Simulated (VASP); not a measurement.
# LuSc (P4/mmm) in VASP: a series of runs

Runs on LuSc. Level: LDA. Tasks: single point, relaxation of volume and atoms at fixed shape.

Program: VASP 6.6.1. These are calculated values, not measurements. Logs are shortened: lines on timing, memory, paths and dates and some standing lists are left out, and cuts for length are marked.

## 1. The cell of the first run

The structure is tetragonal, space group P4/mmm (No. 123). Conventional cell: a = 3.232 Å, b = 3.232 Å, c = 4.571 Å, α = 90.00°, β = 90.00°, γ = 90.00°. Within 4.3 Å of Lu (site symmetry 4/mmm) lie 4 Lu at 3.23 Å and 8 Sc at 3.23 Å. Sc (site symmetry 4/mmm) has 8 Lu at 3.23 Å and 4 Sc at 3.23 Å within 4.3 Å.

## 2. Single point, LDA

File INCAR:

```
ALGO = Normal
EDIFF = 1E-6
ENCUT = 520
GGA = CA
ISIF = 2
ISMEAR = -1
LASPH = True
LCHARG = False
LREAL = False
LWAVE = False
NBANDS = 44
NELM = 100
PREC = Accurate
SIGMA = 0.05
```

File KPOINTS:

```
k-points
0
Gamma
  5 5 5
```

File POSCAR:

```
LuSc
1.0
    4.5713121394      0.0000000000      0.0000000000
    0.0000000000      4.5713121394      0.0000000000
    0.0000000000      0.0000000000      4.5713121394
Lu Sc
2 2
Direct
    0.0000000000      0.0000000000      0.0000000000
    0.0000000000      0.5000000000      0.5000000000
    0.5000000000      0.0000000000      0.5000000000
    0.5000000000      0.5000000000      0.0000000000
```

Potentials or basis: VASP PAW PBE potentials, release 64 (Lu, Sc_sv).

Started as:

```console
cat potpaw_PBE.64/Lu/POTCAR potpaw_PBE.64/Sc_sv/POTCAR > POTCAR
mpirun -np 1 vasp_std > vasp.out
```

OUTCAR:

```text
EDIFF = 1E-6
   ENCUT = 520
   GGA = CA
   ISIF = 2
   ISMEAR = -1
   LASPH = True
   LREAL = False
   NELM = 100
   PREC = Accurate

 ion  position               nearest neighbor table
   1  0.000  0.000  0.000-   2 3.23   3 3.23   4 3.23   2 3.23   3 3.23   2 3.23   4 3.23   2 3.23
                             3 3.23   4 3.23   3 3.23   4 3.23
   2  0.000  0.500  0.500-   1 3.23   3 3.23   4 3.23   1 3.23   4 3.23   1 3.23   3 3.23   1 3.23
                             3 3.23   4 3.23   4 3.23   3 3.23
   3  0.500  0.000  0.500-   1 3.23   2 3.23   4 3.23   1 3.23   4 3.23   2 3.23   4 3.23   4 3.23
                             1 3.23   2 3.23   1 3.23   2 3.23
   4  0.500  0.500  0.000-   1 3.23   2 3.23   3 3.23   2 3.23   3 3.23   1 3.23   3 3.23   3 3.23
                             1 3.23   2 3.23   2 3.23   1 3.23

  LATTYP: Found a simple cubic cell.
 ALAT       =     4.5713121394

  Lattice vectors:

 A1 = (   4.5713121394,   0.0000000000,   0.0000000000)
 A2 = (   0.0000000000,   4.5713121394,   0.0000000000)
 A3 = (   0.0000000000,   0.0000000000,   4.5713121394)

Analysis of symmetry for initial positions (statically):
=====================================================================
 Subroutine PRICEL returns following result:

  LATTYP: Found a simple tetragonal cell.
 ALAT       =     3.2324058127
 C/A-ratio  =     1.4142135624

  Lattice vectors:

 A1 = (   0.0000000000,   2.2856560697,  -2.2856560697)
 A2 = (   0.0000000000,   2.2856560697,   2.2856560697)
 A3 = (   4.5713121394,   0.0000000000,   0.0000000000)

   2 primitive cells build up your supercell.

 Routine SETGRP: Setting up the symmetry group for a
 simple cubic supercell.

 Subroutine GETGRP returns: Found 16 space group operations
 (whereof 16 operations were pure point group operations)
 out of a pool of 48 trial point group operations.

The static configuration has the point symmetry D_4h.

Analysis of symmetry for dynamics (positions and initial velocities):
=====================================================================
 Subroutine PRICEL returns following result:

  LATTYP: Found a simple tetragonal cell.
 ALAT       =     3.2324058127
 C/A-ratio  =     1.4142135624

  Lattice vectors:

 A1 = (   0.0000000000,   2.2856560697,  -2.2856560697)
 A2 = (   0.0000000000,   2.2856560697,   2.2856560697)
 A3 = (   4.5713121394,   0.0000000000,   0.0000000000)

   2 primitive cells build up your supercell.

 Routine SETGRP: Setting up the symmetry group for a
 simple cubic supercell.

 Subroutine GETGRP returns: Found 16 space group operations
 (whereof 16 operations were pure point group operations)
 out of a pool of 48 trial point group operations.

The dynamic configuration has the point symmetry D_4h.

 Subroutine INISYM returns: Found 16 space group operations
 (whereof 16 operations are pure point group operations),
 and found     2 'primitive' translations

----------------------------------------------------------------------------------------

                                     Primitive cell

  volume of cell :      47.7631

  direct lattice vectors                    reciprocal lattice vectors
     0.000000000  2.285656070 -2.285656070     0.000000000  0.218755572 -0.218755572
     0.000000000  2.285656070  2.285656070     0.000000000  0.218755572  0.218755572
     4.571312139  0.000000000  0.000000000     0.218755572  0.000000000  0.000000000

  length of vectors
     3.232405813  3.232405813  4.571312139     0.309367096  0.309367096  0.218755572

  position of ions in fractional coordinates (direct lattice)
     0.000000000  0.000000000  0.000000000
     0.500000000  0.500000000  0.500000000

  ion indices of the primitive-cell ions
   primitive index   ion index
                 1           1
                 2           3

----------------------------------------------------------------------------------------

 KPOINTS: k-points

Automatic generation of k-mesh.
 Grid dimensions read from file:
 generate k-points for:    5    5    5

 Generating k-lattice:

  Cartesian coordinates                     Fractional coordinates (reciprocal lattice)
     0.043751114  0.000000000  0.000000000     0.200000000  0.000000000  0.000000000
     0.000000000  0.043751114  0.000000000     0.000000000  0.200000000  0.000000000
     0.000000000  0.000000000  0.043751114     0.000000000  0.000000000  0.200000000

  Length of vectors
     0.043751114  0.043751114  0.043751114

  Shift w.r.t. Gamma in fractional coordinates (k-lattice)
     0.000000000  0.000000000  0.000000000

 Subroutine IBZKPT returns following result:
 ===========================================

 Found     18 irreducible k-points:

 Following reciprocal coordinates:
            Coordinates               Weight
  0.000000  0.000000  0.000000      1.000000
  0.200000  0.000000  0.000000      2.000000
  0.000000  0.200000  0.000000      4.000000
  0.400000  0.000000  0.000000      2.000000
  0.000000  0.400000  0.000000      4.000000
  0.200000  0.200000  0.000000      8.000000
[... 10 lines left out ...]
  0.200000  0.400000  0.400000      8.000000
  0.400000  0.400000  0.400000      8.000000
   k-points           NKPTS =     18   k-points in BZ     NKDIM =     18   number of bands    NBANDS=     44
   number of dos      NEDOS =    301   number of ions     NIONS =      4
   total plane-waves  NPLWV =  46656
   dimension x,y,z NGX =    36 NGY =   36 NGZ =   36
   dimension x,y,z NGXF=    72 NGYF=   72 NGZF=   72
   ions per type =               2   2
   NGX,Y,Z   is equivalent  to a cutoff of  13.09, 13.09, 13.09 a.u.
   NGXF,Y,Z  is equivalent  to a cutoff of  26.18, 26.18, 26.18 a.u.
 SYSTEM =  unknown system
   PREC   = accura    normal or accurate (medium, high low for compatibility)
   ISTART =      0    job   : 0-new  1-cont  2-samecut
   ICHARG =      2    charge: 1-file 2-atom 10-const
   ISPIN  =      1    spin polarized calculation?
   LNONCOLLINEAR =      F non collinear calculations
   LSORBIT =      F    spin-orbit coupling
   LASPH  =      T    aspherical Exc in radial PAW
   ENCUT  =  520.0 eV  38.22 Ry    6.18 a.u.   8.50  8.50  8.50*2*pi/ulx,y,z
   NELM   =    100;   NELMIN=  2; NELMDL= -5     # of ELM steps
   EDIFF  = 0.1E-05   stopping-criterion for ELM
   LREAL  =      F    real-space projection
   EDIFFG = 0.1E-04   stopping-criterion for IOM
   NSW    =      0    number of steps for IOM
   IBRION =     -1    ionic relax: 0-MD 1-quasi-New 2-CG
   NFREE  =      0    steps in history (QN), initial steepest desc. (CG)
   ISIF   =      2    stress and relaxation
   ISYM   =      2    0-nonsym 1-usesym 2-fastsym
   POTIM  = 0.5000    time-step for ionic-motion
   TEBEG  =    0.0;   TEEND  =   0.0 temperature during run
   PSTRESS=    0.0 pullay stress
   NELECT =      72.0000    total number of electrons
   NUPDOWN=      -1.0000    fix difference up-down
   EMIN   =  10.00;   EMAX   =-10.00  energy-range for DOS
   EFERMI =   0.00;   METHOD = LEGACY
   ISMEAR =    -1;   SIGMA  =   0.05  broadening in eV -4-tet -1-fermi 0-gaus
   EFERMI_NEDOS =   21; number of points for ismear=-14 and -15
   IALGO  =     38    algorithm
   IMIX   =      4    mixing-type and parameters
     AMIX     =   0.40;   BMIX     =  1.00
     AMIX_MAG =   1.60;   BMIX_MAG =  1.00
  volume/ion in A,a.u.               =      23.88       161.16
  Fermi-wavevector in a.u.,A,eV,Ry     =   1.489858  2.815423 30.200524  2.219676
  Thomas-Fermi vector in A             =   2.602713
   LORBIT       =      0    0 simple, 1 ext, 2 COOP (PROOUT), +10 PAW based schemes
   GGA     = CA    functional components
   LHFCALC =     F    Hartree Fock is set to
   AEXX    =    0.0000 exact exchange contribution
   IVDW    =     0    specifies the selected vdW correction
   LEPSILON=     F    determine dielectric tensor
   LRPA    =     F    only Hartree local field effects (RPA)
 non-spin polarized calculation
  energy-cutoff  :      520.00
  volume of cell :       95.53
 maximum number of plane-waves:      2596
 NGX is ok and might be reduce to    36
   NGX = 17   NGY = 17   NGZ = 17

 number of electron      72.0000029 magnetization

 Free energy of the ion-electron system (eV)
  ---------------------------------------------------
  ext. energy  EPLUGINS =         0.00000000
  ---------------------------------------------------
  free energy    TOTEN  =       -23.75992485 eV

  energy without entropy =      -23.69586045  energy(sigma->0) =      -23.72789265

 E-fermi :   3.2203     XC(G=0): -11.1414

 val. band max:        3.2163743507   @ k =   0.2000   0.4000   0.2000
 cond. band min:       3.2368057900   @ k =   0.0000   0.4000   0.2000
 fundamental gap:      0.0204314394
 Fermi energy:         3.2203379221

 k-point     1 :       0.0000    0.0000    0.0000
  band No.  band energies     occupation
      1     -52.2964      2.00000
      2     -52.2459      2.00000
      3     -45.3915      2.00000
      4     -45.3430      2.00000
      5     -24.5039      2.00000
      6     -24.5039      2.00000
[... 36 lines left out ...]
     43       5.7649      0.00000
     44       6.5488      0.00000

 k-point     2 :       0.2000    0.0000    0.0000
  band No.  band energies     occupation
      1     -52.2963      2.00000
      2     -52.2458      2.00000
      3     -45.3917      2.00000
      4     -45.3430      2.00000
      5     -24.4936      2.00000
      6     -24.4936      2.00000
[... 36 lines left out ...]
     43       5.2071      0.00000
     44       6.6222      0.00000

 k-point     3 :       0.0000    0.2000    0.0000
  band No.  band energies     occupation
      1     -52.2915      2.00000
      2     -52.2507      2.00000
      3     -45.3869      2.00000
      4     -45.3477      2.00000
      5     -24.4807      2.00000
      6     -24.4769      2.00000
[... 694 lines left out ...]
     43       5.2378      0.00000
     44       5.5552      0.00000

 k-point    18 :       0.4000    0.4000    0.4000
  band No.  band energies     occupation
      1     -52.2731      2.00000
      2     -52.2683      2.00000
      3     -45.3694      2.00000
      4     -45.3647      2.00000
      5     -24.5422      2.00000
      6     -24.5233      2.00000
[... 36 lines left out ...]
     43       4.9939      0.00000
     44       5.1174      0.00000

------------------------ aborting loop because EDIFF is reached ----------------------------------------

  FORCE on cell =-STRESS in cart. coord.  units (eV):
  Direction    XX          YY          ZZ          XY          YZ          ZX
  --------------------------------------------------------------------------------------
  -------------------------------------------------------------------------------------
  Total       -0.1176623      0.1779050      0.1779050      0.0000000      0.0000000      0.0000000
  in kB       -1.9734456      2.9838444      2.9838444      0.0000000      0.0000000      0.0000000
  external PRESSURE =       1.3314144 kB  Pullay stress =       0.0000000 kB

 VOLUME and BASIS-vectors are now :
 -----------------------------------------------------------------------------
  energy-cutoff  :      520.00
  volume of cell :       95.53
      direct lattice vectors                 reciprocal lattice vectors
     4.571312139  0.000000000  0.000000000     0.218755572  0.000000000  0.000000000
     0.000000000  4.571312139  0.000000000     0.000000000  0.218755572  0.000000000
     0.000000000  0.000000000  4.571312139     0.000000000  0.000000000  0.218755572

 POSITION                                       TOTAL-FORCE (eV/Angst)
 -----------------------------------------------------------------------------------
      0.00000      0.00000      0.00000        -0.000000     -0.000000     -0.000000
      0.00000      2.28566      2.28566        -0.000000      0.000000     -0.000000
      2.28566      0.00000      2.28566         0.000000     -0.000000      0.000000
      2.28566      2.28566      0.00000         0.000000     -0.000000     -0.000000
 -----------------------------------------------------------------------------------
    total drift:                                0.000000      0.000000      0.000000

  FREE ENERGIE OF THE ION-ELECTRON SYSTEM (eV)
  ---------------------------------------------------
  free  energy   TOTEN  =       -23.7599248486 eV

  energy  without entropy=      -23.6958604501  energy(sigma->0) =      -23.72789265
```

Run time: 36 s. Hardware: 1 thread of Intel Xeon 6975P-C (Granite Rapids), shared host; peak memory 0.21 GiB.

Results:

* Free energy: -23.7599 eV
* Pressure: 0.1 GPa
* Band gap on the k mesh: zero (band 36 reaches 3.59 eV, above the bottom of band 37 at 2.25 eV)

Caveat: the PAW data sets were made with another functional, which shifts forces and pressure a little; spin-orbit coupling is left out, which moves the levels of the heavy elements.

## 3. Relaxation of volume and atoms at fixed shape, LDA

This run uses another cell than the first one, of 27.13 Å³/atom, 1.136 times its volume.

File INCAR:

```
PREC = Accurate
ENCUT = 600
EDIFF = 1E-7
ISMEAR = -1
SIGMA = 0.05
LREAL = False
LASPH = True
NELM = 100
ALGO = Normal
ISIF = 8
LWAVE = False
LCHARG = False
GGA = CA
IBRION = 2
NSW = 80
EDIFFG = -0.01
```

File KPOINTS:

```
Automatic mesh
0
Gamma
  5 5 5
```

File POSCAR:

```
LuSc
1.0
    4.7700000000      0.0000000000      0.0000000000
    0.0000000000      4.7700000000      0.0000000000
    0.0000000000      0.0000000000      4.7700000000
Lu Sc
2 2
Direct
    0.0000000000      0.0000000000      0.0000000000
    0.0000000000      0.5000000000      0.5000000000
    0.5000000000      0.0000000000      0.5000000000
    0.5000000000      0.5000000000      0.0000000000
```

Potentials or basis: VASP PAW PBE potentials, release 64 (Lu, Sc_sv).

Started as:

```console
cat potpaw_PBE.64/Lu/POTCAR potpaw_PBE.64/Sc_sv/POTCAR > POTCAR
mpirun -np 1 vasp_std > vasp.out
```

Run time: 3.6 min. Hardware: 1 thread of Intel Xeon 6975P-C (Granite Rapids), shared host; peak memory 0.25 GiB.

It converged, with:

```yaml
Free_energy: -23.7616 eV
Relaxed_volume: 23.99 Å³/atom
Relaxed_cell: a = 4.578 Å, b = 4.578 Å, c = 4.578 Å, α = 90.00°, β = 90.00°, γ = 90.00°
Space_group_after_relaxing_to_0.05_Å: P4/mmm (No. 123)
Energy_gained_by_relaxing: 57.9 meV/atom
Ionic_steps: 4
Pressure_after_relaxing: 0.0 GPa
Band_gap_on_the_k_mesh: zero (band 36 reaches 3.55 eV, above the bottom of band 37 at 2.23 eV)
```

Stress tensor (GPa, compression positive):
```
-0.34  0.00  0.00
 0.00  0.13  0.00
 0.00  0.00  0.13
```

Step by step:
| step | energy change (eV) | largest force (eV/Å) | pressure (GPa) | volume (Å³) |
| --- | --- | --- | --- | --- |
| 1 | 0.0000 | 0.0000 | -5.39 | 108.53 |
| 2 | -0.2296 | 0.0000 | 0.50 | 94.82 |
| 3 | -0.2317 | 0.0000 | 0.09 | 95.73 |
| 4 | -0.2318 | 0.0000 | -0.03 | 95.97 |

Final structure:
```
Lu Sc
1.0
     4.57840    0.00000    0.00000
     0.00000    4.57840    0.00000
     0.00000    0.00000    4.57840
Lu Sc
2 2
Direct
  0.00000 0.00000 0.00000
  0.00000 0.50000 0.50000
  0.50000 0.00000 0.50000
  0.50000 0.50000 0.00000
```

Levels at points of the mesh, in eV from the Fermi level:
| k point | band 35 | band 36 | band 37 | band 38 | band 39 | band 40 |
| --- | --- | --- | --- | --- | --- | --- |
| (0.00, 0.00, 0.00) | -0.97 | -0.96 | -0.96 | 1.80 | 1.80 | 1.91 |

Caveat: the PAW data sets were made with another functional, which shifts forces and pressure a little; spin-orbit coupling is left out, which moves the levels of the heavy elements.
